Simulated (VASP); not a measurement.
Set up this calculation in VASP 6.6.1, as the native input.

```yaml
Task: single point
Functional: PBE
Potentials_or_basis: VASP PAW PBE potentials, release 64 (Y_sv, Pd, F)
Cutoff: 520 eV
k_mesh: 4 × 4 × 4
Occupations: gaussian, width 0.1 eV
Spin: collinear spin
Starting_moments: "[0.0, 1.0, 0.0, 0.0, 0.0, 0.0, 0.0] μB"
Dipole_correction: no
Further_INCAR_settings: ALGO = Normal; EDIFF = 1e-06; NBANDS = 41
```

The structure of YPdF5 lies in POSCAR:

```
YPdF5
1.0
   -2.7801840571      2.7801840571      2.8241767860
    2.7801840571     -2.7801840571      2.8241767860
    2.7801840571      2.7801840571     -2.8241767860
Y Pd F
1 1 5
Direct
    0.2500000000      0.7500000000      0.5000000000
    0.7500000000      0.2500000000      0.5000000000
    0.2835633914      0.2835633914      0.5671267828
    0.7164366086      0.7164366086      0.4328732172
    0.7164366086      0.2835633914      0.0000000000
    0.2835633914      0.7164366086      0.0000000000
    0.0000000000      0.0000000000      0.0000000000
```

The cell was generated, and may not be a known phase.

The input as run:

INCAR

```
SYSTEM = YPdF5
ALGO = Normal ; EDIFF = 1E-6
ENCUT = 520 ; GGA = PE
ISIF = 2 ; ISMEAR = 0
ISPIN = 2 ; LASPH = .TRUE.
LCHARG = .FALSE. ; LMAXMIX = 4
LORBIT = 11 ; LREAL = .FALSE.
LWAVE = .FALSE. ; MAGMOM = 0 1 0 0 0 0 0
NBANDS = 41 ; NELM = 150
PREC = Accurate ; SIGMA = 0.1
```

KPOINTS

```
k-points
0
G
  4 4 4
  0 0 0
```

Potentials or basis: VASP PAW PBE potentials, release 64 (Y_sv, Pd, F).

The run is started by

```console
$ cat potpaw_PBE.64/Y_sv/POTCAR potpaw_PBE.64/Pd/POTCAR potpaw_PBE.64/F/POTCAR > POTCAR
$ mpirun -np 1 vasp_std > vasp.out
```

Results of the run:

The pressure is 0.8 GPa and the net moment is 0.83 μB per cell. The site moments are Y -0.01; Pd +1.08; F +0.03, -0.35 (each value once) μB and the valence electrons inside the program's atomic spheres are Y 9.14; Pd 8.84; F 6.05, 5.99 (each value once).

Caveat: the k points lie up to 0.40 Å⁻¹ apart.

It took 3.2 min on 1 thread of Intel(R) Xeon(R) Platinum 8259CL CPU @ 2.50GHz (Skylake/Cascade Lake) (shared host), peak memory 0.29 GiB.
